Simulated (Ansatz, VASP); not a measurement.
## Sb: VASP beside Ansatz

```
CELL_PARAMETERS angstrom
-1.91293 1.91293 1.91293
1.91293 -1.91293 1.91293
1.91293 1.91293 -1.91293
ATOMIC_POSITIONS crystal
Sb 0.00000 0.00000 0.00000
```

Alike in both runs: task relaxation of cell and atoms; functional PBE; k mesh 15 × 15 × 15; occupations fermi-dirac, width 0.05 eV; no spin polarisation.

```csv
,VASP,Ansatz
version,VASP 6.6.1,Ansatz 0.2.0
potentials or method,"VASP PAW PBE potentials, release 64 (Sb)","PAW with Ansatz's default frozen-core files, scalar-relativistic"
plane-wave cutoff (eV),600,420
valence electrons in the cell,5,15
```

|  | VASP | Ansatz | Ansatz less VASP |
| --- | --- | --- | --- |
| relaxed volume (Å³/atom) | 27.07 | 27.15 | +0.074 |
| relaxed cell length with the largest relative difference (Å) | 3.276 | 3.279 | +0.0030 |

VASP's potentials hold 5 valence electrons a cell and Ansatz's 15, so a difference there can come from the potentials and not from the codes.

Spin-orbit coupling is off throughout.
